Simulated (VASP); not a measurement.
# Y (P6_3/mmc) in VASP: notebook

Y is run at these levels: PBE; tasks: relaxation of cell and atoms.

Program: VASP 6.6.1. These are calculated values, not measurements. Logs are shortened: lines on timing, memory, paths and dates and some standing lists are left out, and cuts for length are marked.

### 1 The cell of the first run

The structure is hexagonal, space group P6_3/mmc (No. 194). The conventional cell has a = 3.656 Å, b = 3.656 Å, c = 5.682 Å, α = 90.00°, β = 90.00°, γ = 120.00°. Within 4.7 Å of Y (site symmetry -6m2) lie 12 Y at 3.54 to 3.66 Å.

### 2 Relaxation of cell and atoms, PBE

INCAR reads:

```
ALGO = Normal
EDIFF = 1E-6
EDIFFG = -0.005
ENCUT = 600
GGA = PE
IBRION = 2
ISIF = 3
ISMEAR = -1
LASPH = True
LCHARG = False
LREAL = False
LWAVE = False
NELM = 100
NSW = 45
PREC = Accurate
SIGMA = 0.05
```

KPOINTS reads:

```
k-points
0
Gamma
  13 13 7
```

POSCAR reads:

```
Y
1.0
    3.6561512519      0.0000000000      0.0000000000
   -1.8280756259      3.1663198642      0.0000000000
    0.0000000000      0.0000000000      5.6824456047
Y
2
Direct
    0.3333333333      0.6666666667      0.2500000000
    0.6666666667      0.3333333333      0.7500000000
```

Potentials or basis: VASP PAW PBE potentials, release 64 (Y_sv).

On the command line:

```bash
$ cat potpaw_PBE.64/Y_sv/POTCAR > POTCAR
$ mpirun -np 1 vasp_std > vasp.out
```

OUTCAR:

```text
EDIFF = 1E-6
   EDIFFG = -0.005
   ENCUT = 600
   GGA = PE
   IBRION = 2
   ISIF = 3
   ISMEAR = -1
   LASPH = True
   LREAL = False
   NELM = 100
   NSW = 45
   PREC = Accurate

 ion  position               nearest neighbor table
   1  0.333  0.667  0.250-   2 3.54   2 3.54   2 3.54   2 3.54   2 3.54   2 3.54
   2  0.667  0.333  0.750-   1 3.54   1 3.54   1 3.54   1 3.54   1 3.54   1 3.54

  LATTYP: Found a hexagonal cell.
 ALAT       =     3.6561512519
 C/A-ratio  =     1.5542151331

  Lattice vectors:

 A1 = (   3.6561512519,   0.0000000000,   0.0000000000)
 A2 = (  -1.8280756259,   3.1663198642,   0.0000000000)
 A3 = (   0.0000000000,   0.0000000000,   5.6824456047)

Analysis of symmetry for initial positions (statically):
=====================================================================
 Subroutine PRICEL returns:
 Original cell was already a primitive cell.

 Routine SETGRP: Setting up the symmetry group for a
 hexagonal supercell.

 Subroutine GETGRP returns: Found 24 space group operations
 (whereof 12 operations were pure point group operations)
 out of a pool of 24 trial point group operations.

The static configuration has the point symmetry D_3d.
 The point group associated with its full space group is D_6h.

Analysis of symmetry for dynamics (positions and initial velocities):
=====================================================================
 Subroutine PRICEL returns:
 Original cell was already a primitive cell.

 Routine SETGRP: Setting up the symmetry group for a
 hexagonal supercell.

 Subroutine GETGRP returns: Found 24 space group operations
 (whereof 12 operations were pure point group operations)
 out of a pool of 24 trial point group operations.

The dynamic configuration has the point symmetry D_3d.
 The point group associated with its full space group is D_6h.

 Subroutine INISYM returns: Found 24 space group operations
 (whereof 12 operations are pure point group operations),
 and found     1 'primitive' translations

----------------------------------------------------------------------------------------

                                     Primitive cell

  volume of cell :      65.7831

  direct lattice vectors                    reciprocal lattice vectors
     3.656151252  0.000000000  0.000000000     0.273511661  0.157912031  0.000000000
    -1.828075626  3.166319864  0.000000000     0.000000000  0.315824062  0.000000000
     0.000000000  0.000000000  5.682445605     0.000000000  0.000000000  0.175980567

  length of vectors
     3.656151252  3.656151252  5.682445605     0.315824062  0.315824062  0.175980567

  position of ions in fractional coordinates (direct lattice)
     0.333333333  0.666666667  0.250000000
     0.666666667  0.333333333  0.750000000

  ion indices of the primitive-cell ions
   primitive index   ion index
                 1           1
                 2           2

----------------------------------------------------------------------------------------

 KPOINTS: k-points

Automatic generation of k-mesh.
 Grid dimensions read from file:
 generate k-points for:   13   13    7

 Generating k-lattice:

  Cartesian coordinates                     Fractional coordinates (reciprocal lattice)
     0.021039359  0.012147079  0.000000000     0.076923077  0.000000000  0.000000000
     0.000000000  0.024294159  0.000000000     0.000000000  0.076923077  0.000000000
     0.000000000  0.000000000  0.025140081     0.000000000  0.000000000  0.142857143

  Length of vectors
     0.024294159  0.024294159  0.025140081

  Shift w.r.t. Gamma in fractional coordinates (k-lattice)
     0.000000000  0.000000000  0.000000000

 Subroutine IBZKPT returns following result:
 ===========================================

 Found     84 irreducible k-points:

 Following reciprocal coordinates:
            Coordinates               Weight
  0.000000  0.000000  0.000000      1.000000
  0.076923  0.000000  0.000000      6.000000
  0.153846  0.000000  0.000000      6.000000
  0.230769  0.000000  0.000000      6.000000
  0.307692  0.000000  0.000000      6.000000
  0.384615  0.000000  0.000000      6.000000
[... 16 lines left out ...]
  0.076923  0.000000  0.142857     12.000000
  0.153846  0.000000  0.142857     12.000000
 [... further k-points ...]
   k-points           NKPTS =     84   k-points in BZ     NKDIM =     84   number of bands    NBANDS=     15
   number of dos      NEDOS =    301   number of ions     NIONS =      2
   total plane-waves  NPLWV =  43200
   dimension x,y,z NGX =    30 NGY =   30 NGZ =   48
   dimension x,y,z NGXF=    60 NGYF=   60 NGZF=   96
   ions per type =               2
   NGX,Y,Z   is equivalent  to a cutoff of  13.64, 13.64, 14.04 a.u.
   NGXF,Y,Z  is equivalent  to a cutoff of  27.28, 27.28, 28.09 a.u.
 SYSTEM =  unknown system
   PREC   = accura    normal or accurate (medium, high low for compatibility)
   ISTART =      0    job   : 0-new  1-cont  2-samecut
   ICHARG =      2    charge: 1-file 2-atom 10-const
   ISPIN  =      1    spin polarized calculation?
   LNONCOLLINEAR =      F non collinear calculations
   LSORBIT =      F    spin-orbit coupling
   LASPH  =      T    aspherical Exc in radial PAW
   ENCUT  =  600.0 eV  44.10 Ry    6.64 a.u.   7.30  7.30 11.35*2*pi/ulx,y,z
   NELM   =    100;   NELMIN=  2; NELMDL= -5     # of ELM steps
   EDIFF  = 0.1E-05   stopping-criterion for ELM
   LREAL  =      F    real-space projection
   EDIFFG = -.5E-02   stopping-criterion for IOM
   NSW    =     45    number of steps for IOM
   IBRION =      2    ionic relax: 0-MD 1-quasi-New 2-CG
   NFREE  =      1    steps in history (QN), initial steepest desc. (CG)
   ISIF   =      3    stress and relaxation
   ISYM   =      2    0-nonsym 1-usesym 2-fastsym
   POTIM  = 0.5000    time-step for ionic-motion
   TEBEG  =    0.0;   TEEND  =   0.0 temperature during run
   PSTRESS=    0.0 pullay stress
   NELECT =      22.0000    total number of electrons
   NUPDOWN=      -1.0000    fix difference up-down
   EMIN   =  10.00;   EMAX   =-10.00  energy-range for DOS
   EFERMI =   0.00;   METHOD = LEGACY
   ISMEAR =    -1;   SIGMA  =   0.05  broadening in eV -4-tet -1-fermi 0-gaus
   EFERMI_NEDOS =   21; number of points for ismear=-14 and -15
   IALGO  =     38    algorithm
   IMIX   =      4    mixing-type and parameters
     AMIX     =   0.40;   BMIX     =  1.00
     AMIX_MAG =   1.60;   BMIX_MAG =  1.00
  volume/ion in A,a.u.               =      32.89       221.96
  Fermi-wavevector in a.u.,A,eV,Ry     =   1.136347  2.147385 17.568993  1.291285
  Thomas-Fermi vector in A             =   2.273052
   LORBIT       =      0    0 simple, 1 ext, 2 COOP (PROOUT), +10 PAW based schemes
   GGA     = PE    functional components
   LHFCALC =     F    Hartree Fock is set to
   AEXX    =    0.0000 exact exchange contribution
   IVDW    =     0    specifies the selected vdW correction
   LEPSILON=     F    determine dielectric tensor
   LRPA    =     F    only Hartree local field effects (RPA)
 conjugate gradient relaxation of ions
 non-spin polarized calculation
  energy-cutoff  :      600.00
  volume of cell :       65.78
 maximum number of plane-waves:      2225
 NGX is ok and might be reduce to    30

--------------------------------------- Ionic step        1  -------------------------------------------

 number of electron      22.0000001 magnetization

 Free energy of the ion-electron system (eV)
  ---------------------------------------------------
  ext. energy  EPLUGINS =         0.00000000
  ---------------------------------------------------
  free energy    TOTEN  =       -12.88081113 eV

  energy without entropy =      -12.84614795  energy(sigma->0) =      -12.86347954

------------------------ aborting loop because EDIFF is reached ----------------------------------------

  FORCE on cell =-STRESS in cart. coord.  units (eV):
  Direction    XX          YY          ZZ          XY          YZ          ZX
  --------------------------------------------------------------------------------------
  -------------------------------------------------------------------------------------
  Total       -0.0394583     -0.0394583     -0.0364670     -0.0000000     -0.0000000     -0.0000000
  in kB       -0.9610255     -0.9610255     -0.8881715     -0.0000000     -0.0000000     -0.0000000
  external PRESSURE =      -0.9367408 kB  Pullay stress =       0.0000000 kB

 VOLUME and BASIS-vectors are now :
 -----------------------------------------------------------------------------
  energy-cutoff  :      600.00
  volume of cell :       65.78
      direct lattice vectors                 reciprocal lattice vectors
     3.656151252  0.000000000  0.000000000     0.273511661  0.157912031  0.000000000
    -1.828075626  3.166319864  0.000000000     0.000000000  0.315824062  0.000000000
     0.000000000  0.000000000  5.682445605     0.000000000  0.000000000  0.175980567

 POSITION                                       TOTAL-FORCE (eV/Angst)
 -----------------------------------------------------------------------------------
     -0.00000      2.11088      1.42061        -0.000000      0.000000      0.000000
      1.82808      1.05544      4.26183         0.000000     -0.000000      0.000000
 -----------------------------------------------------------------------------------
    total drift:                               -0.000000      0.000000     -0.000000

  FREE ENERGIE OF THE ION-ELECTRON SYSTEM (eV)
  ---------------------------------------------------
  free  energy   TOTEN  =       -12.8808111295 eV

  energy  without entropy=      -12.8461479531  energy(sigma->0) =      -12.86347954

--------------------------------------- Ionic step        2  -------------------------------------------

 number of electron      22.0000001 magnetization

 Free energy of the ion-electron system (eV)
  ---------------------------------------------------
  ext. energy  EPLUGINS =         0.00000000
  ---------------------------------------------------
  free energy    TOTEN  =       -12.88085248 eV

  energy without entropy =      -12.84620543  energy(sigma->0) =      -12.86352896

 E-fermi :   3.0043     XC(G=0):  -9.4323

 val. band max:        2.9975560742   @ k =   0.3846   0.0000   0.0000
 cond. band min:       3.0046332901   @ k =   0.3077   0.0769   0.4286
 fundamental gap:      0.0070772159
 Fermi energy:         3.0043478510

 k-point     1 :       0.0000    0.0000    0.0000
  band No.  band energies     occupation
      1     -39.6823      2.00000
      2     -39.6060      2.00000
      3     -19.9641      2.00000
      4     -19.4875      2.00000
      5     -19.4875      2.00000
      6     -19.3936      2.00000
      7     -19.3936      2.00000
      8     -19.3546      2.00000
      9      -1.6832      2.00000
     10       1.1601      2.00000
     11       3.9565      0.00000
     12       4.7417      0.00000
     13       4.7417      0.00000
     14       5.1215      0.00000
     15       5.3650      0.00000

 k-point     2 :       0.0769    0.0000    0.0000
  band No.  band energies     occupation
      1     -39.6794      2.00000
      2     -39.6050      2.00000
      3     -19.9535      2.00000
      4     -19.5082      2.00000
      5     -19.4947      2.00000
      6     -19.4156      2.00000
      7     -19.3961      2.00000
      8     -19.3598      2.00000
      9      -1.5578      2.00000
     10       1.2769      2.00000
     11       3.8215      0.00000
     12       4.4313      0.00000
     13       4.8578      0.00000
     14       5.2217      0.00000
     15       5.3547      0.00000
[... 365 lines left out ...]
      3     -19.9265      2.00000
      4     -19.5028      2.00000
      5     -19.4899      2.00000
      6     -19.4303      2.00000
      7     -19.4011      2.00000
      8     -19.3808      2.00000
      9      -1.4238      2.00000
     10       1.1826      2.00000
     11       3.6857      0.00000
     12       4.4145      0.00000
     13       4.7592      0.00000
     14       5.0456      0.00000
     15       5.1660      0.00000

 k-point    24 :       0.1538    0.0000    0.1429
  band No.  band energies     occupation
      1     -39.6678      2.00000
      2     -39.6060      2.00000
      3     -19.9010      2.00000
      4     -19.5578      2.00000
      5     -19.5088      2.00000
      6     -19.4949      2.00000
      7     -19.4092      2.00000
      8     -19.3880      2.00000
      9      -1.0691      2.00000
     10       1.5052      2.00000
     11       3.3341      0.00273
     12       3.9542      0.00000
     13       4.9065      0.00000
     14       4.9938      0.00000
     15       5.0086      0.00000

 [... further k-points ...]
[... 5 lines left out ...]
  --------------------------------------------------------------------------------------
  -------------------------------------------------------------------------------------
  Total        0.0058204      0.0058204      0.0079935      0.0000000      0.0000000      0.0000000
  in kB        0.1421542      0.1421542      0.1952277      0.0000000      0.0000000      0.0000000
  external PRESSURE =       0.1598453 kB  Pullay stress =       0.0000000 kB

 VOLUME and BASIS-vectors are now :
 -----------------------------------------------------------------------------
  energy-cutoff  :      600.00
  volume of cell :       65.60
      direct lattice vectors                 reciprocal lattice vectors
     3.652671375 -0.000000000 -0.000000000     0.273772233  0.158062473  0.000000000
    -1.826335687  3.163306202 -0.000000000     0.000000000  0.316124945  0.000000000
    -0.000000000 -0.000000000  5.677447136     0.000000000  0.000000000  0.176135502

 POSITION                                       TOTAL-FORCE (eV/Angst)
 -----------------------------------------------------------------------------------
     -0.00000      2.10887      1.41936        -0.000000     -0.000000      0.000000
      1.82634      1.05444      4.25809         0.000000      0.000000      0.000000
 -----------------------------------------------------------------------------------
    total drift:                               -0.000000      0.000000     -0.000000

  FREE ENERGIE OF THE ION-ELECTRON SYSTEM (eV)
  ---------------------------------------------------
  free  energy   TOTEN  =       -12.8808524820 eV

  energy  without entropy=      -12.8462054313  energy(sigma->0) =      -12.86352896

 reached required accuracy - stopping structural energy minimisation
```

Wall time 5 min (1 thread of Intel Xeon 8259CL, shared host); peak memory 0.28 GiB.

Results:

- Free energy: -12.8809 eV
- Relaxed volume: 32.80 Å³/atom
- Relaxed cell: a = 3.653 Å, b = 3.653 Å, c = 5.677 Å, α = 90.00°, β = 90.00°, γ = 120.00°
- Space group after relaxing (to 0.1 Å): P6_3/mmc (No. 194)
- Energy gained by relaxing: 0.0 meV/atom
- Ionic steps: 2
- Pressure after relaxing: 0.0 GPa
- Band gap on the k mesh: zero (bands 11 and 12 overlap by 1.43 eV)

Final structure:
```
CELL_PARAMETERS angstrom
3.65267 0.00000 0.00000
-1.82634 3.16331 0.00000
0.00000 0.00000 5.67745
ATOMIC_POSITIONS crystal
Y 0.33333 0.66667 0.25000
Y 0.66667 0.33333 0.75000
```

### 3 Relaxation of cell and atoms, PBE

This run uses another cell than the first one, of the same volume but with other edges.

INCAR reads:

```
SYSTEM = Y
  PREC = Accurate
  ENCUT = 600
  EDIFF = 1E-6
  ISMEAR = -1
  SIGMA = 0.05
  LREAL = .False.
  LASPH = .True.
  NELM = 100
  ALGO = Normal
  ISIF = 3
  LWAVE = .False.
  LCHARG = .False.
  GGA = PE
  IBRION = 2
  NSW = 60
  EDIFFG = -0.005
```

KPOINTS reads:

```
Automatic mesh
0
Gamma
  13 13 7
  0 0 0
```

POSCAR reads:

```
Y
1.0
    3.6077462290      0.0000000000      0.0000000000
   -1.8038731145      3.1243998848      0.0000000000
    0.0000000000      0.0000000000      5.8445488911
Y
2
Direct
    0.3333333333      0.6666666667      0.2500000000
    0.6666666667      0.3333333333      0.7500000000
```

Potentials or basis: VASP PAW PBE potentials, release 64 (Y_sv).

On the command line:

```bash
$ cat potpaw_PBE.64/Y_sv/POTCAR > POTCAR
$ mpirun -np 1 vasp_std > vasp.out
```

Wall time 8.5 min (1 thread of Intel Xeon 8259CL, shared host); peak memory 0.28 GiB.

It converged, with:

```
Free energy                           : -12.8809 eV
Relaxed volume                        : 32.82 Å³/atom
Relaxed cell                          : a = 3.653 Å, b = 3.653 Å, c = 5.678 Å, α = 90.00°, β = 90.00°, γ = 120.00°
Space group after relaxing (to 0.1 Å) : P6_3/mmc (No. 194)
Energy gained by relaxing             : 6.5 meV/atom
Ionic steps                           : 6
Pressure after relaxing               : 0.0 GPa
Band gap on the k mesh                : zero (bands 11 and 12 overlap by 1.43 eV)
```

The path:
| step | energy change (eV) | largest force (eV/Å) | pressure (GPa) | volume (Å³) |
| --- | --- | --- | --- | --- |
| 1 | 0.0000 | 0.0000 | -0.17 | 65.88 |
| 2 | -0.0102 | 0.0000 | 0.05 | 65.53 |
| 3 | -0.0127 | 0.0000 | 0.23 | 65.26 |
| 4 | -0.0127 | 0.0000 | 0.24 | 65.24 |
| 5 | -0.0130 | 0.0000 | -0.08 | 65.77 |
| 6 | -0.0130 | 0.0000 | 0.01 | 65.63 |

Final structure:
```
CELL_PARAMETERS angstrom
3.65330 0.00000 0.00000
-1.82665 3.16385 0.00000
0.00000 0.00000 5.67828
ATOMIC_POSITIONS crystal
Y 0.33333 0.66667 0.25000
Y 0.66667 0.33333 0.75000
```

Levels at points of the mesh, in eV from the Fermi level:
| k point | band 8 | band 9 | band 10 | band 11 | band 12 | band 13 | band 14 | band 15 |
| --- | --- | --- | --- | --- | --- | --- | --- | --- |
| (0.00, 0.00, 0.00) | -22.36 | -4.69 | -1.84 | 0.95 | 1.74 | 1.74 | 2.12 | 2.36 |
